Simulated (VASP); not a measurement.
Set up this calculation in VASP 6.6.1, as the native input.

```yaml
Task: single point
Functional: PBE
Potentials_or_basis: VASP PAW PBE potentials, release 64 (Si, N)
Cutoff: 520 eV
k_mesh: 2 × 2 × 2
Occupations: fermi-dirac, width 0.05 eV
Spin: collinear spin, zero start
Starting_moments: "[0.0, 0.0, 0.0, 0.0, 0.0, 0.0, 0.0, 0.0, 0.0, 0.0, 0.0, 0.0, 0.0, 0.0, 0.0, 0.0, 0.0] μB"
Dipole_correction: no
Further_INCAR_settings: LREAL = Auto; ALGO = Normal; EDIFF = 1e-06; NBANDS = 52
```

The structure of Si16N (a cell with a defect) lies in POSCAR:

```
Si16N
1.0
    0.0000000000      5.4300000000      5.4300000000
    5.4300000000      0.0000000000      5.4300000000
    5.4300000000      5.4300000000      0.0000000000
Si N
16 1
Direct
   -0.0104419890     -0.0135911602     -0.0245856354
    0.1150184162      0.1040239411      0.1002486188
    0.0009023941     -0.0344383057      0.4667955801
    0.1110313076      0.1208471455      0.5993738490
   -0.0205156538      0.4796316759     -0.0221915285
    0.1104696133      0.6060128913      0.1051104972
   -0.0226979742      0.4912799263      0.4731952118
    0.1282044199      0.5876519337      0.5970810313
    0.4523941068      0.1283977901     -0.0504419890
    0.6258747698      0.1590239411      0.1141252302
    0.4772928177      0.0290607735      0.4720810313
    0.6461602210      0.0876703499      0.5978545120
    0.5006169429      0.5085543278     -0.0184069982
    0.6199447514      0.6613259669      0.0743462247
    0.5024125230      0.4819705341      0.4821546961
    0.6059392265      0.6439318600      0.5974861878
    0.6767863720      0.8939502762      0.8712430939
```

One way to write it, as run:

INCAR

```
SYSTEM = Si16N
  ALGO = Normal
  EDIFF = 1E-6
  ENCUT = 520
  GGA = PE
  ISIF = 2
  ISMEAR = -1
  ISPIN = 2
  LASPH = .TRUE.
  LCHARG = .FALSE.
  LORBIT = 11
  LREAL = Auto
  LWAVE = .FALSE.
  MAGMOM = 0 0 0 0 0 0 0 0 0 0 0 0 0 0 0 0 0
  NBANDS = 52
  NELM = 150
  PREC = Accurate
  SIGMA = 0.05
```

KPOINTS

```
k-points
0
G
  2 2 2
  0 0 0
```

Potentials or basis: VASP PAW PBE potentials, release 64 (Si, N).

Launch:

```console
$ cat potpaw_PBE.64/Si/POTCAR potpaw_PBE.64/N/POTCAR > POTCAR
$ mpirun -np 1 vasp_std > vasp.out
```

It gave:

- Pressure: 2.9 GPa
- Largest force: 2.316 eV/Å
- Net moment: 0.00 μB per cell
- Valence electrons inside the program's atomic spheres: Si 1.69, 1.73, 1.70, 1.68, 1.66, 1.71, 1.63, 1.75, 1.62, 1.67; N 3.74

Caveat: the k points lie up to 0.50 Å⁻¹ apart.

It took 9.5 min on 1 thread of Intel Xeon 6975P-C, on a shared host, peak memory 0.71 GiB.
